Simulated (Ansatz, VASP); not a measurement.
# BaTiO3 in VASP and in Ansatz

POSCAR

```
BaTiO3
1.0
    4.0262895137      0.0000000000      0.0000000000
    0.0000000000      4.0262895137      0.0000000000
    0.0000000000      0.0000000000      4.0446100470
Ba Ti O
1 1 3
Direct
    0.0000000000      0.0000000000      0.0000000000
    0.5000000000      0.5000000000      0.4900000000
    0.0000000000      0.5000000000      0.5170000000
    0.5000000000      0.0000000000      0.5170000000
    0.5000000000      0.5000000000      0.0190000000
```

The input INCAR.step1:

```
SYSTEM = BaTiO3
ALGO = Normal ; EDIFF = 1E-4
ENCUT = 520 ; GGA = PE
GGA_COMPAT = .FALSE. ; ISMEAR = -1
LASPH = .TRUE. ; LCHARG = .FALSE.
LMAXMIX = 4 ; LREAL = .FALSE.
LSORBIT = .TRUE. ; LWAVE = .TRUE.
MAGMOM = 0 0 0 0 0 0 0 0 0 0 0 0 0 0 0 ; NBANDS = 55
NELM = 150 ; PREC = Accurate
SIGMA = 0.05
```

INCAR.step2

```
SYSTEM = BaTiO3
ALGO = Normal ; EDIFF = 1E-7
ENCUT = 520 ; GGA_COMPAT = .FALSE.
ISIF = 2 ; ISMEAR = -1
ISTART = 1 ; LASPH = .TRUE.
LCHARG = .FALSE. ; LMAXMIX = 4
LMIXTAU = .TRUE. ; LORBIT = 11
LORBMOM = .TRUE. ; LREAL = .FALSE.
LSORBIT = .TRUE. ; LWAVE = .FALSE.
MAGMOM = 0 0 0 0 0 0 0 0 0 0 0 0 0 0 0 ; METAGGA = R2SCAN
NBANDS = 55 ; NELM = 150
PREC = Accurate ; SIGMA = 0.05
```

Contents of KPOINTS:

```
k-points
0
G
  7 7 7
  0 0 0
```

Contents of input.yaml:

```yaml
crystal:
  lattice:
    - [4.0262895137, 0.0, 0.0]
    - [0.0, 4.0262895137, 0.0]
    - [0.0, 0.0, 4.044610047]
  atoms:
    - { symbol: Ba, position: [0.0, 0.0, 0.0] }
    - { symbol: Ti, position: [0.5, 0.5, 0.49] }
    - { symbol: O, position: [0.0, 0.5, 0.517] }
    - { symbol: O, position: [0.5, 0.0, 0.517] }
    - { symbol: O, position: [0.5, 0.5, 0.019] }
hamiltonian:
  xc: r2scan
  pseudopotentials: { kind: paw_fr }
magnetization:
  noncollinear: true
  spin_orbit: true
kpoints:
  mp_grid: { grid: [7, 7, 7] }
scf:
  occupations: { method: fermi_dirac, width: 0.05 }
output:
  forces: true
  stress: true
  eigenvalues: true
```

Alike in both runs: task single point; functional r2SCAN; k mesh 7 × 7 × 7; occupations fermi-dirac, width 0.05 eV; non-collinear spin, spin-orbit coupling.

```csv
,VASP,Ansatz
version,VASP 6.6.1,Ansatz 0.2.0
potentials or method,"VASP PAW PBE potentials, release 64 (Ba_sv, Ti_sv, O)",Ansatz PAW
plane-wave cutoff (eV),520,500
valence electrons in the cell,40,40
```

```tsv
	VASP	Ansatz	Ansatz less VASP
pressure (GPa)	-2.3	-4.1	-1.84
traceless stress, the component that is largest in VASP (GPa)	0.58	0.52	-0.059
rms of the force components (eV/Å)	0.133	0.158	+0.0251
```

VASP's potentials were made for PBE, not for r2SCAN. Atom by atom the forces differ by 0.033 eV/Å (rms over components). With one functional, cell and mesh, what is left measures potentials, basis and numerics.

Noted on Ansatz's run: odd divisions of the mesh miss points on the zone boundary, where band edges often lie, so the gap on the mesh can be too wide.
